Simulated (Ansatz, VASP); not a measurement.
**ZnS: VASP beside Ansatz**

File INCAR:

```
SYSTEM = ZnS
PREC = Accurate ; ENCUT = 520
EDIFF = 1E-6 ; ISMEAR = 0
SIGMA = 0.05 ; LREAL = .FALSE.
LASPH = .TRUE. ; NELM = 60
ALGO = Normal ; ISIF = 2
LWAVE = .FALSE. ; LCHARG = .FALSE.
GGA = PE ; NBANDS = 46
```

Contents of KPOINTS:

```
regular mesh
0
G
  6 6 6
  0 0 0
```

Contents of POSCAR:

```
ZnS
1.0
    5.4431279680      0.0000000000      0.0000000000
    0.0000000000     -5.4431279680      0.0000000000
    0.0000000000      0.0000000000     -5.4431279680
Zn S
4 4
Direct
   -0.0389724503     -0.0389724503      0.0000000000
    0.5000000000      0.5000000000      0.0000000000
    0.5000000000      0.0000000000      0.5000000000
    0.0000000000      0.5000000000      0.5000000000
    0.7500000000      0.7500000000      0.7500000000
    0.2500000000      0.2500000000      0.7500000000
    0.2500000000      0.7500000000      0.2500000000
    0.7500000000      0.2500000000      0.2500000000
```

Input for Ansatz:

```yaml
crystal:
  lattice:
    - [5.443127968, 0.0, 0.0]
    - [0.0, -5.443127968, 0.0]
    - [0.0, 0.0, -5.443127968]
  atoms:
    - { symbol: Zn, position: [-0.0389724503, -0.0389724503, 0.0] }
    - { symbol: Zn, position: [0.5, 0.5, 0.0] }
    - { symbol: Zn, position: [0.5, 0.0, 0.5] }
    - { symbol: Zn, position: [0.0, 0.5, 0.5] }
    - { symbol: S, position: [0.75, 0.75, 0.75] }
    - { symbol: S, position: [0.25, 0.25, 0.75] }
    - { symbol: S, position: [0.25, 0.75, 0.25] }
    - { symbol: S, position: [0.75, 0.25, 0.25] }
basis:
  ecutwfc: 420
kpoints:
  mp_grid: { grid: [6, 6, 6] }
hamiltonian:
  xc: pbe
scf:
  occupations: { method: gaussian, width: 0.05 }
output:
  forces: true
  stress: true
  eigenvalues: true
```

Alike in both runs: task single point; functional PBE; k mesh 6 × 6 × 6; occupations gaussian, width 0.05 eV; no spin polarisation.

|  | VASP | Ansatz |
| --- | --- | --- |
| version | VASP 6.6.1 | Ansatz 0.2.0 |
| potentials or method | VASP PAW PBE potentials, release 64 (Zn, S), cutoff 520 eV | scalar-relativistic, plane waves, PAW |
| valence electrons in the cell | 72 | 72 |

```csv
,VASP,Ansatz,Ansatz less VASP
gap on the k mesh at the Fermi level (eV),1.92,1.92,-0.004
least direct gap on the mesh (eV),1.92,1.92,-0.004
pressure (GPa),0.9,0.8,-0.13
"traceless stress, the component that is largest in VASP (GPa)",-1.27,-1.25,+0.015
rms of the force components (eV/Å),0.630,0.626,-0.0044
```

Atom by atom the forces differ by 0.005 eV/Å (rms over components). The functional is the same, so the differences come from potentials, cutoffs and numerics.
